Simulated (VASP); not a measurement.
# Al (Fm-3m) in VASP: a series of runs

Al is run at these levels: PBEsol+D3(BJ); tasks: single point, relaxation of cell and atoms.

Program: VASP 6.6.1. These are calculated values, not measurements. Logs are shortened: lines on timing, memory, paths and dates and some standing lists are left out, and cuts for length are marked.

## Step 1: The cell of the first run

It takes space group Fm-3m (No. 225, cubic). Conventional cell: a = 4.020 Å, b = 4.020 Å, c = 4.020 Å, α = 90.00°, β = 90.00°, γ = 90.00°. Al (site symmetry m-3m) has 12 Al at 2.84 Å within 3.7 Å.

## Step 2: Single point, PBEsol+D3(BJ)

File INCAR:

```
PREC = Accurate
ENCUT = 500
EDIFF = 1E-6
ISMEAR = 0
SIGMA = 0.1
LREAL = False
LASPH = True
NELM = 120
ALGO = Normal
ISIF = 2
LWAVE = False
LCHARG = True
GGA = PS
IVDW = 12
LELF = True
LVHAR = True
NBANDS = 8
GGA_COMPAT = False
```

File KPOINTS:

```
regular mesh
0
Gamma
  8 8 8
```

File POSCAR:

```
Al
1.0
    0.0000000000      2.0100000000      2.0100000000
    2.0100000000      0.0000000000      2.0100000000
    2.0100000000      2.0100000000      0.0000000000
Al
1
Direct
    0.0000000000      0.0000000000      0.0000000000
```

Potentials or basis: VASP PAW PBE potentials, release 64 (Al).

On the command line:

```sh
$ cat potpaw_PBE.64/Al/POTCAR > POTCAR
$ mpirun -np 1 vasp_std > vasp.out
```

OUTCAR:

```text
PREC = Accurate
   ENCUT = 500
   EDIFF = 1E-6
   ISMEAR = 0
   LREAL = False
   LASPH = True
   NELM = 120
   ISIF = 2
   GGA = PS
   IVDW = 12
 IVDW          = 12

 ion  position               nearest neighbor table
   1  0.000  0.000  0.000-

  LATTYP: Found a face centered cubic cell.
 ALAT       =     4.0200000000

  Lattice vectors:

 A1 = (   0.0000000000,   2.0100000000,   2.0100000000)
 A2 = (   2.0100000000,   0.0000000000,   2.0100000000)
 A3 = (   2.0100000000,   2.0100000000,   0.0000000000)

Analysis of symmetry for initial positions (statically):
=====================================================================
 Subroutine PRICEL returns:
 Original cell was already a primitive cell.

 Routine SETGRP: Setting up the symmetry group for a
 face centered cubic supercell.

 Subroutine GETGRP returns: Found 48 space group operations
 (whereof 48 operations were pure point group operations)
 out of a pool of 48 trial point group operations.

The static configuration has the point symmetry O_h .

Analysis of symmetry for dynamics (positions and initial velocities):
=====================================================================
 Subroutine PRICEL returns:
 Original cell was already a primitive cell.

 Routine SETGRP: Setting up the symmetry group for a
 face centered cubic supercell.

 Subroutine GETGRP returns: Found 48 space group operations
 (whereof 48 operations were pure point group operations)
 out of a pool of 48 trial point group operations.

The dynamic configuration has the point symmetry O_h .

 Subroutine INISYM returns: Found 48 space group operations
 (whereof 48 operations are pure point group operations),
 and found     1 'primitive' translations

----------------------------------------------------------------------------------------

                                     Primitive cell

  volume of cell :      16.2412

  direct lattice vectors                    reciprocal lattice vectors
     0.000000000  2.010000000  2.010000000    -0.248756219  0.248756219  0.248756219
     2.010000000  0.000000000  2.010000000     0.248756219 -0.248756219  0.248756219
     2.010000000  2.010000000  0.000000000     0.248756219  0.248756219 -0.248756219

  length of vectors
     2.842569260  2.842569260  2.842569260     0.430858410  0.430858410  0.430858410

  position of ions in fractional coordinates (direct lattice)
     0.000000000  0.000000000  0.000000000

  ion indices of the primitive-cell ions
   primitive index   ion index
                 1           1

----------------------------------------------------------------------------------------

 KPOINTS: regular mesh

Automatic generation of k-mesh.
 Grid dimensions read from file:
 generate k-points for:    8    8    8

 Generating k-lattice:

  Cartesian coordinates                     Fractional coordinates (reciprocal lattice)
    -0.031094527  0.031094527  0.031094527     0.125000000  0.000000000  0.000000000
     0.031094527 -0.031094527  0.031094527     0.000000000  0.125000000  0.000000000
     0.031094527  0.031094527 -0.031094527     0.000000000  0.000000000  0.125000000

  Length of vectors
     0.053857301  0.053857301  0.053857301

  Shift w.r.t. Gamma in fractional coordinates (k-lattice)
     0.000000000  0.000000000  0.000000000

 Subroutine IBZKPT returns following result:
 ===========================================

 Found     29 irreducible k-points:

 Following reciprocal coordinates:
            Coordinates               Weight
  0.000000  0.000000  0.000000      1.000000
  0.125000  0.000000  0.000000      8.000000
  0.250000  0.000000  0.000000      8.000000
  0.375000  0.000000  0.000000      8.000000
  0.500000  0.000000  0.000000      4.000000
  0.125000  0.125000  0.000000      6.000000
[... 16 lines left out ...]
  0.500000  0.250000  0.125000     48.000000
 -0.375000  0.250000  0.125000     24.000000
 [... further k-points ...]
   k-points           NKPTS =     29   k-points in BZ     NKDIM =     29   number of bands    NBANDS=      8
   number of dos      NEDOS =    301   number of ions     NIONS =      1
   total plane-waves  NPLWV =  13824
   dimension x,y,z NGX =    24 NGY =   24 NGZ =   24
   dimension x,y,z NGXF=    48 NGYF=   48 NGZF=   48
   ions per type =               1
   NGX,Y,Z   is equivalent  to a cutoff of  14.04, 14.04, 14.04 a.u.
   NGXF,Y,Z  is equivalent  to a cutoff of  28.07, 28.07, 28.07 a.u.
 SYSTEM =  unknown system
   PREC   = accura    normal or accurate (medium, high low for compatibility)
   ISTART =      0    job   : 0-new  1-cont  2-samecut
   ICHARG =      2    charge: 1-file 2-atom 10-const
   ISPIN  =      1    spin polarized calculation?
   LNONCOLLINEAR =      F non collinear calculations
   LSORBIT =      F    spin-orbit coupling
   LASPH  =      T    aspherical Exc in radial PAW
   ENCUT  =  500.0 eV  36.75 Ry    6.06 a.u.   5.18  5.18  5.18*2*pi/ulx,y,z
   NELM   =    120;   NELMIN=  2; NELMDL= -5     # of ELM steps
   EDIFF  = 0.1E-05   stopping-criterion for ELM
   LREAL  =      F    real-space projection
   EDIFFG = 0.1E-04   stopping-criterion for IOM
   NSW    =      0    number of steps for IOM
   IBRION =     -1    ionic relax: 0-MD 1-quasi-New 2-CG
   NFREE  =      0    steps in history (QN), initial steepest desc. (CG)
   ISIF   =      2    stress and relaxation
   ISYM   =      2    0-nonsym 1-usesym 2-fastsym
   POTIM  = 0.5000    time-step for ionic-motion
   TEBEG  =    0.0;   TEEND  =   0.0 temperature during run
   PSTRESS=    0.0 pullay stress
   NELECT =       3.0000    total number of electrons
   NUPDOWN=      -1.0000    fix difference up-down
   EMIN   =  10.00;   EMAX   =-10.00  energy-range for DOS
   EFERMI =   0.00;   METHOD = LEGACY
   ISMEAR =     0;   SIGMA  =   0.10  broadening in eV -4-tet -1-fermi 0-gaus
   EFERMI_NEDOS =   21; number of points for ismear=-14 and -15
   IALGO  =     38    algorithm
   IMIX   =      4    mixing-type and parameters
     AMIX     =   0.40;   BMIX     =  1.00
     AMIX_MAG =   1.60;   BMIX_MAG =  1.00
  volume/ion in A,a.u.               =      16.24       109.60
  Fermi-wavevector in a.u.,A,eV,Ry     =   0.932343  1.761873 11.827055  0.869264
  Thomas-Fermi vector in A             =   2.058931
   LORBIT       =      0    0 simple, 1 ext, 2 COOP (PROOUT), +10 PAW based schemes
   GGA     = PS    functional components
   LHFCALC =     F    Hartree Fock is set to
   AEXX    =    0.0000 exact exchange contribution
   IVDW    =    12    specifies the selected vdW correction
   LEPSILON=     F    determine dielectric tensor
   LRPA    =     F    only Hartree local field effects (RPA)
 non-spin polarized calculation
 Gauss-broadening in eV      SIGMA  =   0.10
  energy-cutoff  :      500.00
  volume of cell :       16.24
 maximum number of plane-waves:       428
 NGX is ok and might be reduce to    24
   NGX = 11   NGY = 11   NGZ = 11

 number of electron       3.0000000 magnetization

 Free energy of the ion-electron system (eV)
  ---------------------------------------------------
  ext. energy  EPLUGINS =         0.00000000
  ---------------------------------------------------
  free energy    TOTEN  =        -4.08727059 eV

  energy without entropy =       -4.08412378  energy(sigma->0) =       -4.08569719

 E-fermi :   8.1685     XC(G=0): -10.3137

 val. band max:        7.7774921436   @ k =  -0.2500   0.3750   0.1250
 cond. band min:       8.2408390288   @ k =  -0.2500   0.5000   0.2500
 fundamental gap:      0.4633468852
 Fermi energy:         8.1684906402

 k-point     1 :       0.0000    0.0000    0.0000
  band No.  band energies     occupation
      1      -3.1230      2.00000
      2      20.7999      0.00000
      3      20.7999      0.00000
      4      20.7999      0.00000
      5      22.4112      0.00000
      6      22.4112      0.00000
      7      22.4112      0.00000
      8      24.7186      0.00000

 k-point     2 :       0.1250    0.0000    0.0000
  band No.  band energies     occupation
      1      -2.6943      2.00000
      2      16.4957      0.00000
      3      19.8826      0.00000
      4      19.8826      0.00000
      5      22.9859      0.00000
      6      23.9403      0.00000
      7      23.9403      0.00000
      8      25.8892      0.00000

 k-point     3 :       0.2500    0.0000    0.0000
  band No.  band energies     occupation
      1      -1.4164      2.00000
      2      11.5825      0.00000
      3      19.1202      0.00000
      4      19.1202      0.00000
      5      22.6129      0.00000
      6      22.9981      0.00000
      7      22.9981      0.00000
      8      27.0514      0.00000

 k-point     4 :       0.3750    0.0000    0.0000
  band No.  band energies     occupation
      1       0.6878      2.00000
      2       7.2414      2.00000
      3      19.0304      0.00000
      4      19.0304      0.00000
      5      20.9903      0.00000
      6      20.9903      0.00000
      7      22.6788      0.00000
      8      24.9770      0.00000

 k-point     5 :       0.5000    0.0000    0.0000
  band No.  band energies     occupation
      1       3.4584      2.00000
      2       3.7202      2.00000
      3      19.6233      0.00000
      4      19.6233      0.00000
      5      19.6815      0.00000
      6      19.6815      0.00000
      7      23.3365      0.00000
      8      23.5969      0.00000
[... 177 lines left out ...]
 k-point    22 :       0.3750    0.2500    0.1250
  band No.  band energies     occupation
      1      -0.2904      2.00000
      2      11.9834      0.00000
      3      13.4353      0.00000
      4      16.9824      0.00000
      5      20.3440      0.00000
      6      22.2042      0.00000
      7      25.2082      0.00000
      8      28.5898      0.00000

 k-point    23 :       0.5000    0.2500    0.1250
  band No.  band energies     occupation
      1       1.7953      2.00000
      2       8.2493      0.25338
      3      12.7363      0.00000
      4      14.8333      0.00000
      5      21.0006      0.00000
      6      23.1143      0.00000
      7      25.2743      0.00000
      8      29.2791      0.00000

 k-point    24 :      -0.3750    0.2500    0.1250
  band No.  band energies     occupation
      1       4.5140      2.00000
      2       4.8214      2.00000
      3      13.1015      0.00000
      4      13.6615      0.00000
      5      21.5534      0.00000
      6      21.9509      0.00000
      7      28.6217      0.00000
      8      28.8998      0.00000

 [... further k-points ...]

------------------------ aborting loop because EDIFF is reached ----------------------------------------

 Edisp (eV)   -0.32257

 E8    (eV) :    -0.2172

  FORCE on cell =-STRESS in cart. coord.  units (eV):
  Direction    XX          YY          ZZ          XY          YZ          ZX
  --------------------------------------------------------------------------------------
  -------------------------------------------------------------------------------------
  Total      -0.33801    -0.33801    -0.33801     0.00000     0.00000    -0.00000
  in kB     -33.34447   -33.34447   -33.34447     0.00000     0.00000    -0.00000
  external pressure =      -33.34 kB  Pullay stress =        0.00 kB

 VOLUME and BASIS-vectors are now :
 -----------------------------------------------------------------------------
  energy-cutoff  :      500.00
  volume of cell :       16.24
      direct lattice vectors                 reciprocal lattice vectors
     0.000000000  2.010000000  2.010000000    -0.248756219  0.248756219  0.248756219
     2.010000000  0.000000000  2.010000000     0.248756219 -0.248756219  0.248756219
     2.010000000  2.010000000  0.000000000     0.248756219  0.248756219 -0.248756219

 POSITION                                       TOTAL-FORCE (eV/Angst)
 -----------------------------------------------------------------------------------
      0.00000      0.00000      0.00000         0.000000     -0.000000      0.000000
 -----------------------------------------------------------------------------------
    total drift:                                0.000000      0.000000      0.000000

  FREE ENERGIE OF THE ION-ELECTRON SYSTEM (eV)
  ---------------------------------------------------
  free  energy   TOTEN  =        -4.4098420778 eV

  energy  without entropy=       -4.4066952677  energy(sigma->0) =       -4.40826867
```

Run time: 4.2 s. Hardware: 1 thread of AMD EPYC 7R43 (Zen 3), shared host; peak memory 0.11 GiB.

What came out:

```
Free energy                : -4.4098 eV
Pressure                   : -3.3 GPa
Dispersion energy per atom : -0.323 eV
```

Levels at points of the mesh, in eV from the Fermi level:
```tsv
k point	band 1	band 2	band 3	band 4
(0.00, 0.00, 0.00)	-11.29	12.63	12.63	12.63
(0.50, 0.00, 0.00)	-4.71	-4.45	11.45	11.45
(0.50, 0.50, 0.00)	-3.01	-1.66	5.21	5.61
```

Caveat: the PAW data sets were made with another functional, which shifts forces and pressure a little; pairwise dispersion overbinds metals, which lowers pressure and volume.

## Step 3: Single point, PBEsol+D3(BJ)

This run uses another cell than the first one, of 15.55 Å³/atom, 0.957 times its volume.

File INCAR:

```
SYSTEM = Al
ALGO = Normal
EDIFF = 1E-6
ENCUT = 500
GGA = PS
GGA_COMPAT = .FALSE.
ISIF = 2
ISMEAR = 0
IVDW = 12
LASPH = .TRUE.
LCHARG = .FALSE.
LREAL = .FALSE.
LWAVE = .FALSE.
NBANDS = 8
NELM = 120
PREC = Accurate
SIGMA = 0.1
```

File KPOINTS:

```
k-points
0
G
  18 18 18
  0 0 0
```

File POSCAR:

```
Al
1.0
    0.0000000000      1.9809156628      1.9809156628
    1.9809156628      0.0000000000      1.9809156628
    1.9809156628      1.9809156628      0.0000000000
Al
1
Direct
    0.0000000000      0.0000000000      0.0000000000
```

Potentials or basis: VASP PAW PBE potentials, release 64 (Al).

On the command line:

```sh
$ cat potpaw_PBE.64/Al/POTCAR > POTCAR
$ mpirun -np 1 vasp_std > vasp.out
```

Run time: 12 s. Hardware: 1 thread of AMD EPYC 7R43 (Zen 3), shared host; peak memory 0.11 GiB.

It converged, with:

```
Free energy                : -4.4209 eV
Pressure                   : 0.1 GPa
Dispersion energy per atom : -0.337 eV
```

Levels at points of the mesh, in eV from the Fermi level:
| k point | band 1 | band 2 | band 3 | band 4 |
| --- | --- | --- | --- | --- |
| (0.00, 0.00, 0.00) | -11.54 | 12.93 | 12.93 | 12.93 |
| (0.50, 0.00, 0.00) | -4.83 | -4.45 | 11.72 | 11.72 |
| (0.50, 0.50, 0.00) | -3.06 | -1.62 | 5.27 | 5.88 |

Caveat: the PAW data sets were made with another functional, which shifts forces and pressure a little; pairwise dispersion overbinds metals, which lowers pressure and volume.

## Step 4: Relaxation of cell and atoms, PBEsol+D3(BJ)

File INCAR:

```
PREC = Accurate ; ENCUT = 500
EDIFF = 1E-7 ; ISMEAR = 0
SIGMA = 0.1 ; LREAL = False
LASPH = True ; NELM = 120
ALGO = Normal ; ISIF = 3
LWAVE = False ; LCHARG = False
GGA = PS ; IVDW = 12
IBRION = 2 ; NSW = 100
EDIFFG = -0.002 ; GGA_COMPAT = False
NELMIN = 4
```

File KPOINTS:

```
regular mesh
0
Gamma
  18 18 18
```

File POSCAR:

```
Al
1.0
    0.0000000000      2.0100000000      2.0100000000
    2.0100000000      0.0000000000      2.0100000000
    2.0100000000      2.0100000000      0.0000000000
Al
1
Direct
    0.0000000000      0.0000000000      0.0000000000
```

On the command line:

```sh
$ cat potpaw_PBE.64/Al/POTCAR > POTCAR
$ mpirun -np 1 vasp_std > vasp.out
```

It took 26 s on 1 thread of AMD EPYC 7R43 (Zen 3), shared host; peak memory 0.12 GiB.

It converged, with:

```
Free energy                            : -4.4209 eV
Relaxed volume                         : 15.56 Å³/atom
Relaxed cell                           : a = 2.802 Å, b = 2.802 Å, c = 2.802 Å, α = 60.00°, β = 60.00°, γ = 60.00°
Space group after relaxing (to 0.05 Å) : Fm-3m (No. 225)
Energy gained by relaxing              : 7.7 meV/atom
Ionic steps                            : 3
Pressure after relaxing                : 0.0 GPa
Dispersion energy per atom             : -0.337 eV
```

The path:
| step | energy change (eV) | largest force (eV/Å) | pressure (GPa) | volume (Å³) |
| --- | --- | --- | --- | --- |
| 1 | 0.0000 | 0.0000 | -3.48 | 16.24 |
| 2 | -0.0074 | 0.0000 | 0.80 | 15.43 |
| 3 | -0.0077 | 0.0000 | 0.01 | 15.56 |

Final structure:
```
Al
1.0
     0.00000    1.98149    1.98149
     1.98149    0.00000    1.98149
     1.98149    1.98149    0.00000
Al
1
Direct
  0.00000 0.00000 0.00000
```

Levels at points of the mesh, in eV from the Fermi level:
| k point | band 1 | band 2 | band 3 | band 4 | band 5 |
| --- | --- | --- | --- | --- | --- |
| (0.00, 0.00, 0.00) | -11.53 | 12.93 | 12.93 | 12.93 | 14.88 |
| (0.50, 0.00, 0.00) | -4.82 | -4.45 | 11.71 | 11.71 | 12.04 |
| (0.50, 0.50, 0.00) | -3.05 | -1.62 | 5.27 | 5.87 | 5.87 |

Caveat: the PAW data sets were made with another functional, which shifts forces and pressure a little; pairwise dispersion overbinds metals, which lowers pressure and volume.

## Step 5: Summary

```tsv
task	cell	k mesh	gap on the mesh (eV)	pressure (GPa)
single point	a = 2.843 Å, angles 60.0°, 1 atom	8 × 8 × 8	none	-3.3
single point	a = 2.801 Å, angles 60.0°, 1 atom	18 × 18 × 18	none	0.1
relaxation of cell and atoms	relaxed from a = 2.843 Å, angles 60.0°, 1 atom	18 × 18 × 18	none	0.0
```

Alike in all rows: level PBEsol+D3(BJ); potentials or basis VASP PAW PBE potentials, release 64 (Al); no spin polarisation; cutoff (eV) 500; smearing gaussian 0.1 eV.

Caveats: the PAW data sets were made with another functional, which shifts forces and pressure a little; pairwise dispersion overbinds metals, which lowers pressure and volume.

Absolute energies hang on the potentials; compare differences alone.
